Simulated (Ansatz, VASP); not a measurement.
**Cl: VASP beside Ansatz**

File POSCAR:

```
Cl
1.0
   -3.1613410000      0.0000000000      2.1233590000
    0.0000000000     -8.2659340000      0.0000000000
    3.1613410000      0.0000000000      2.1233590000
Cl
4
Direct
    0.1350000000      0.8900000000      0.1350000000
    0.6350000000      0.6100000000      0.6350000000
    0.8650000000      0.1100000000      0.8650000000
    0.3650000000      0.3900000000      0.3650000000
```

INCAR.step1

```
SYSTEM = Cl
PREC = Accurate
ENCUT = 520
ISMEAR = 0
SIGMA = 0.0115
LREAL = .False.
LASPH = .True.
NELM = 100
NBANDS = 22
GGA = PE
ALGO = Normal
EDIFF = 1E-4
LWAVE = .True.
LCHARG = .False.
```

The input INCAR.step2:

```
SYSTEM = Cl
PREC = Accurate
ENCUT = 520
EDIFF = 1E-6
ISMEAR = 0
SIGMA = 0.0115
LREAL = .False.
LASPH = .True.
NELM = 100
ALGO = Normal
ISIF = 2
LWAVE = .False.
LCHARG = .False.
METAGGA = R2SCAN
LMIXTAU = .True.
NBANDS = 22
ISTART = 1
```

Contents of KPOINTS:

```
Automatic mesh
0
Gamma
  7 3 7
  0 0 0
```

Input for Ansatz:

```yaml
crystal:
  lattice:
    - [-3.161341, 0.0, 2.123359]
    - [0.0, -8.265934, 0.0]
    - [3.161341, 0.0, 2.123359]
  atoms:
    - { symbol: Cl, position: [0.135, 0.89, 0.135] }
    - { symbol: Cl, position: [0.635, 0.61, 0.635] }
    - { symbol: Cl, position: [0.865, 0.11, 0.865] }
    - { symbol: Cl, position: [0.365, 0.39, 0.365] }
  symmetry: { tolerance: 0.0003 }
kpoints:
  mp_grid: { grid: [7, 3, 7], shift: [0, 0, 0] }
  band_path:
    path:
      - [0.0, 0.0, 0.0]
      - [-0.5, 0.0, 0.5]
      - [-0.63721686, 0.0, 0.36278314]
      - [-0.36278314, 0.0, -0.36278314]
      - [0.0, 0.0, 0.0]
      - [0.0, -0.5, 0.0]
      - [-0.36278314, -0.5, -0.36278314]
      - [-0.63721686, -0.5, 0.36278314]
      - [-0.5, -0.5, 0.5]
      - [-0.5, 0.0, 0.5]
      - [0.0, 0.0, 0.0]
    npoints: 6
magnetization:
  spin_polarized: false
scf:
  occupations: { method: gaussian, width: 0.0115 }
  lower_state_search: "off"
  max_iter: 200
hamiltonian:
  pseudopotentials: { kind: paw }
  xc: r2scan
basis:
  ecutwfc: 500
  fft_grid_basis: typed
output:
  forces: true
  stress: true
  eigenvalues: true
  bader: true
  populations: true
  elf: true
  write_potential: true
  volumetric_format: npy
  dos:
    e_range: [-12, 8]
    de: 0.05
    projected: { site_lists: { Cl: [Cl] } }
checkpoint:
  read: saved_state
```

Alike in both runs: task single point; functional r2SCAN; k mesh 7 × 3 × 7; occupations gaussian, width 0.0115 eV; no spin polarisation.

```csv
,VASP,Ansatz
version,VASP 6.6.1,Ansatz 0.2.0
potentials or method,"VASP PAW PBE potentials, release 64 (Cl), cutoff 520 eV",PAW plane waves
valence electrons in the cell,28,28
```

```tsv
	VASP	Ansatz	Ansatz less VASP
gap on the k mesh at the Fermi level (eV)	2.10	2.08	-0.018
pressure (GPa)	-4.0	-3.7	+0.32
traceless stress, the component that is largest in VASP (GPa)	-4.64	-4.39	+0.257
rms of the force components (eV/Å)	0.969	0.903	-0.0660
```

VASP's potentials were made for PBE, not for r2SCAN. Atom by atom the forces differ by 0.066 eV/Å (rms over components).
